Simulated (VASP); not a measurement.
# KCl (Pm-3m) in VASP: a series of runs

The runs below take KCl through single point, with PBE.

Program: VASP 6.6.1. These are calculated values, not measurements. Logs are shortened: lines on timing, memory, paths and dates and some standing lists are left out, and cuts for length are marked.

## (1) The cell of the first run

The structure is cubic, space group Pm-3m (No. 221). Conventional cell: a = 3.585 Å, b = 3.585 Å, c = 3.585 Å, α = 90.00°, β = 90.00°, γ = 90.00°. K (site symmetry m-3m) has 8 Cl at 3.10 Å and 6 K at 3.58 Å within 4.1 Å. Within 4.1 Å of Cl (site symmetry m-3m) lie 8 K at 3.10 Å and 6 Cl at 3.58 Å.

## (2) Single point, PBE (23.04 Å³/atom)

INCAR

```
ALGO     = Normal         # electronic algorithm
EDIFF    = 1E-6           # SCF threshold, eV
ENCUT    = 500            # plane-wave cutoff, eV
GGA      = PE             # functional
GGA_COMPAT= False        
ISIF     = 2              # what is computed and relaxed
ISMEAR   = -1             # smearing method
LASPH    = True           # aspherical terms in the spheres
LCHARG   = False          # write CHGCAR
LREAL    = False          # projectors in reciprocal space
LWAVE    = False          # write WAVECAR
NBANDS   = 15             # bands
NELM     = 120            # most SCF steps
PREC     = Accurate       # precision mode
SIGMA    = 0.02           # smearing width, eV
```

KPOINTS

```
k-points
0
Gamma
  7 7 7
```

POSCAR

```
KCl
1.0
    3.5848858712      0.0000000000      0.0000000000
    0.0000000000      3.5848858712      0.0000000000
    0.0000000000      0.0000000000      3.5848858712
K Cl
1 1
Direct
    0.0000000000      0.0000000000      0.0000000000
    0.5000000000      0.5000000000      0.5000000000
```

Potentials or basis: VASP PAW PBE potentials, release 64 (K_sv, Cl).

On the command line:

```bash
cat potpaw_PBE.64/K_sv/POTCAR potpaw_PBE.64/Cl/POTCAR > POTCAR
mpirun -np 1 vasp_std > vasp.out
```

OUTCAR:

```text
EDIFF = 1E-6
   ENCUT = 500
   GGA = PE
   ISIF = 2
   ISMEAR = -1
   LASPH = True
   LREAL = False
   NELM = 120
   PREC = Accurate

 ion  position               nearest neighbor table
   1  0.000  0.000  0.000-   2 3.10   2 3.10   2 3.10   2 3.10   2 3.10   2 3.10   2 3.10   2 3.10

   2  0.500  0.500  0.500-   1 3.10   1 3.10   1 3.10   1 3.10   1 3.10   1 3.10   1 3.10   1 3.10

  LATTYP: Found a simple cubic cell.
 ALAT       =     3.5848858712

  Lattice vectors:

 A1 = (   3.5848858712,   0.0000000000,   0.0000000000)
 A2 = (   0.0000000000,   3.5848858712,   0.0000000000)
 A3 = (   0.0000000000,   0.0000000000,   3.5848858712)

Analysis of symmetry for initial positions (statically):
=====================================================================
 Subroutine PRICEL returns:
 Original cell was already a primitive cell.

 Routine SETGRP: Setting up the symmetry group for a
 simple cubic supercell.

 Subroutine GETGRP returns: Found 48 space group operations
 (whereof 48 operations were pure point group operations)
 out of a pool of 48 trial point group operations.

The static configuration has the point symmetry O_h .

Analysis of symmetry for dynamics (positions and initial velocities):
=====================================================================
 Subroutine PRICEL returns:
 Original cell was already a primitive cell.

 Routine SETGRP: Setting up the symmetry group for a
 simple cubic supercell.

 Subroutine GETGRP returns: Found 48 space group operations
 (whereof 48 operations were pure point group operations)
 out of a pool of 48 trial point group operations.

The dynamic configuration has the point symmetry O_h .

 Subroutine INISYM returns: Found 48 space group operations
 (whereof 48 operations are pure point group operations),
 and found     1 'primitive' translations

----------------------------------------------------------------------------------------

                                     Primitive cell

  volume of cell :      46.0708

  direct lattice vectors                    reciprocal lattice vectors
     3.584885871  0.000000000  0.000000000     0.278948908  0.000000000  0.000000000
     0.000000000  3.584885871  0.000000000     0.000000000  0.278948908  0.000000000
     0.000000000  0.000000000  3.584885871     0.000000000  0.000000000  0.278948908

  length of vectors
     3.584885871  3.584885871  3.584885871     0.278948908  0.278948908  0.278948908

  position of ions in fractional coordinates (direct lattice)
     0.000000000  0.000000000  0.000000000
     0.500000000  0.500000000  0.500000000

  ion indices of the primitive-cell ions
   primitive index   ion index
                 1           1
                 2           2

----------------------------------------------------------------------------------------

 KPOINTS: k-points

Automatic generation of k-mesh.
 Grid dimensions read from file:
 generate k-points for:    7    7    7

 Generating k-lattice:

  Cartesian coordinates                     Fractional coordinates (reciprocal lattice)
     0.039849844  0.000000000  0.000000000     0.142857143  0.000000000  0.000000000
     0.000000000  0.039849844  0.000000000     0.000000000  0.142857143  0.000000000
     0.000000000  0.000000000  0.039849844     0.000000000  0.000000000  0.142857143

  Length of vectors
     0.039849844  0.039849844  0.039849844

  Shift w.r.t. Gamma in fractional coordinates (k-lattice)
     0.000000000  0.000000000  0.000000000

 Subroutine IBZKPT returns following result:
 ===========================================

 Found     20 irreducible k-points:

 Following reciprocal coordinates:
            Coordinates               Weight
  0.000000  0.000000  0.000000      1.000000
  0.142857  0.000000  0.000000      6.000000
  0.285714  0.000000  0.000000      6.000000
  0.428571  0.000000  0.000000      6.000000
  0.142857  0.142857  0.000000     12.000000
  0.285714  0.142857  0.000000     24.000000
[... 12 lines left out ...]
  0.428571  0.428571  0.285714     24.000000
  0.428571  0.428571  0.428571      8.000000
   k-points           NKPTS =     20   k-points in BZ     NKDIM =     20   number of bands    NBANDS=     15
   number of dos      NEDOS =    301   number of ions     NIONS =      2
   total plane-waves  NPLWV =  21952
   dimension x,y,z NGX =    28 NGY =   28 NGZ =   28
   dimension x,y,z NGXF=    56 NGYF=   56 NGZF=   56
   ions per type =               1   1
   NGX,Y,Z   is equivalent  to a cutoff of  12.98, 12.98, 12.98 a.u.
   NGXF,Y,Z  is equivalent  to a cutoff of  25.97, 25.97, 25.97 a.u.
 SYSTEM =  unknown system
   PREC   = accura    normal or accurate (medium, high low for compatibility)
   ISTART =      0    job   : 0-new  1-cont  2-samecut
   ICHARG =      2    charge: 1-file 2-atom 10-const
   ISPIN  =      1    spin polarized calculation?
   LNONCOLLINEAR =      F non collinear calculations
   LSORBIT =      F    spin-orbit coupling
   LASPH  =      T    aspherical Exc in radial PAW
   ENCUT  =  500.0 eV  36.75 Ry    6.06 a.u.   6.54  6.54  6.54*2*pi/ulx,y,z
   NELM   =    120;   NELMIN=  2; NELMDL= -5     # of ELM steps
   EDIFF  = 0.1E-05   stopping-criterion for ELM
   LREAL  =      F    real-space projection
   EDIFFG = 0.1E-04   stopping-criterion for IOM
   NSW    =      0    number of steps for IOM
   IBRION =     -1    ionic relax: 0-MD 1-quasi-New 2-CG
   NFREE  =      0    steps in history (QN), initial steepest desc. (CG)
   ISIF   =      2    stress and relaxation
   ISYM   =      2    0-nonsym 1-usesym 2-fastsym
   POTIM  = 0.5000    time-step for ionic-motion
   TEBEG  =    0.0;   TEEND  =   0.0 temperature during run
   PSTRESS=    0.0 pullay stress
   NELECT =      16.0000    total number of electrons
   NUPDOWN=      -1.0000    fix difference up-down
   EMIN   =  10.00;   EMAX   =-10.00  energy-range for DOS
   EFERMI =   0.00;   METHOD = LEGACY
   ISMEAR =    -1;   SIGMA  =   0.02  broadening in eV -4-tet -1-fermi 0-gaus
   EFERMI_NEDOS =   21; number of points for ismear=-14 and -15
   IALGO  =     38    algorithm
   IMIX   =      4    mixing-type and parameters
     AMIX     =   0.40;   BMIX     =  1.00
     AMIX_MAG =   1.60;   BMIX_MAG =  1.00
  volume/ion in A,a.u.               =      23.04       155.45
  Fermi-wavevector in a.u.,A,eV,Ry     =   1.150728  2.174561 18.016506  1.324176
  Thomas-Fermi vector in A             =   2.287390
   LORBIT       =      0    0 simple, 1 ext, 2 COOP (PROOUT), +10 PAW based schemes
   GGA     = PE    functional components
   LHFCALC =     F    Hartree Fock is set to
   AEXX    =    0.0000 exact exchange contribution
   IVDW    =     0    specifies the selected vdW correction
   LEPSILON=     F    determine dielectric tensor
   LRPA    =     F    only Hartree local field effects (RPA)
 non-spin polarized calculation
  energy-cutoff  :      500.00
  volume of cell :       46.07
 maximum number of plane-waves:      1189
 NGX is ok and might be reduce to    28
   NGX = 13   NGY = 13   NGZ = 13

 number of electron      16.0000007 magnetization

 Free energy of the ion-electron system (eV)
  ---------------------------------------------------
  ext. energy  EPLUGINS =         0.00000000
  ---------------------------------------------------
  free energy    TOTEN  =        -6.48501348 eV

  energy without entropy =       -6.48501348  energy(sigma->0) =       -6.48501348

 E-fermi :   0.7949     XC(G=0):  -8.9998

 val. band max:        0.2902196112   @ k =   0.4286   0.4286   0.0000
 cond. band min:       6.1326610043   @ k =   0.0000   0.0000   0.0000
 fundamental gap:      5.8424413931
 Fermi energy:         0.7948967097

 k-point     1 :       0.0000    0.0000    0.0000
  band No.  band energies     occupation
      1     -27.4504      2.00000
      2     -12.6938      2.00000
      3     -10.7822      2.00000
      4     -10.7822      2.00000
      5     -10.7822      2.00000
      6       0.0870      2.00000
      7       0.0870      2.00000
      8       0.0870      2.00000
      9       6.1327      0.00000
     10       6.6195      0.00000
     11       6.6195      0.00000
     12      11.4810      0.00000
     13      11.4810      0.00000
     14      11.4810      0.00000
     15      14.7362      0.00000

 k-point     2 :       0.1429    0.0000    0.0000
  band No.  band energies     occupation
      1     -27.4418      2.00000
      2     -12.7418      2.00000
      3     -10.7700      2.00000
      4     -10.7700      2.00000
      5     -10.7482      2.00000
      6      -0.4212      2.00000
      7       0.0718      2.00000
      8       0.0718      2.00000
      9       6.6510      0.00000
     10       6.8166      0.00000
     11       7.2267      0.00000
     12      11.4140      0.00000
     13      11.4140      0.00000
     14      11.6047      0.00000
     15      13.8320      0.00000

 k-point     3 :       0.2857    0.0000    0.0000
  band No.  band energies     occupation
      1     -27.4223      2.00000
      2     -12.8546      2.00000
      3     -10.7425      2.00000
      4     -10.7425      2.00000
      5     -10.6565      2.00000
      6      -1.3408      2.00000
      7       0.0359      2.00000
      8       0.0359      2.00000
      9       7.3802      0.00000
     10       7.7537      0.00000
     11       8.6120      0.00000
     12      11.3729      0.00000
     13      11.3729      0.00000
     14      11.9230      0.00000
     15      12.1521      0.00000
[... 271 lines left out ...]
 k-point    19 :       0.4286    0.4286    0.2857
  band No.  band energies     occupation
      1     -27.3441      2.00000
      2     -12.1845      2.00000
      3     -11.1103      2.00000
      4     -11.0691      2.00000
      5     -10.9332      2.00000
      6      -1.3595      2.00000
      7      -1.3524      2.00000
      8      -0.8926      2.00000
      9       8.2919      0.00000
     10       9.3082      0.00000
     11       9.4728      0.00000
     12      10.2302      0.00000
     13      11.7194      0.00000
     14      11.7399      0.00000
     15      13.8444      0.00000

 k-point    20 :       0.4286    0.4286    0.4286
  band No.  band energies     occupation
      1     -27.3310      2.00000
      2     -12.0695      2.00000
      3     -11.0706      2.00000
      4     -11.0690      2.00000
      5     -11.0690      2.00000
      6      -1.4687      2.00000
      7      -1.4687      2.00000
      8      -1.3901      2.00000
      9       9.2509      0.00000
     10       9.6317      0.00000
     11       9.6317      0.00000
     12      11.2049      0.00000
     13      11.2066      0.00000
     14      11.2066      0.00000
     15      13.7242      0.00000

------------------------ aborting loop because EDIFF is reached ----------------------------------------

  FORCE on cell =-STRESS in cart. coord.  units (eV):
  Direction    XX          YY          ZZ          XY          YZ          ZX
  --------------------------------------------------------------------------------------
  -------------------------------------------------------------------------------------
  Total        1.7961913      1.7961913      1.7961913      0.0000000      0.0000000      0.0000000
  in kB       62.4650621     62.4650621     62.4650621      0.0000000      0.0000000      0.0000000
  external PRESSURE =      62.4650621 kB  Pullay stress =       0.0000000 kB

 VOLUME and BASIS-vectors are now :
 -----------------------------------------------------------------------------
  energy-cutoff  :      500.00
  volume of cell :       46.07
      direct lattice vectors                 reciprocal lattice vectors
     3.584885871  0.000000000  0.000000000     0.278948908  0.000000000  0.000000000
     0.000000000  3.584885871  0.000000000     0.000000000  0.278948908  0.000000000
     0.000000000  0.000000000  3.584885871     0.000000000  0.000000000  0.278948908

 POSITION                                       TOTAL-FORCE (eV/Angst)
 -----------------------------------------------------------------------------------
      0.00000      0.00000      0.00000         0.000000      0.000000      0.000000
      1.79244      1.79244      1.79244         0.000000      0.000000      0.000000
 -----------------------------------------------------------------------------------
    total drift:                                0.000000      0.000000      0.000000

  FREE ENERGIE OF THE ION-ELECTRON SYSTEM (eV)
  ---------------------------------------------------
  free  energy   TOTEN  =        -6.4850134758 eV

  energy  without entropy=       -6.4850134758  energy(sigma->0) =       -6.48501348
```

It took 14 s on 1 thread of Intel Xeon 8259CL, shared host; peak memory 0.13 GiB.

What came out:

```
Free energy            : -6.4850 eV
Pressure               : 6.2 GPa
Band gap on the k mesh : 5.84 eV (least direct gap 6.05 eV)
```

Caveat: the cell stands under pressure; an odd mesh through Γ misses points on the zone boundary, where band edges can lie.

(Part 1 of 2 ends here.)
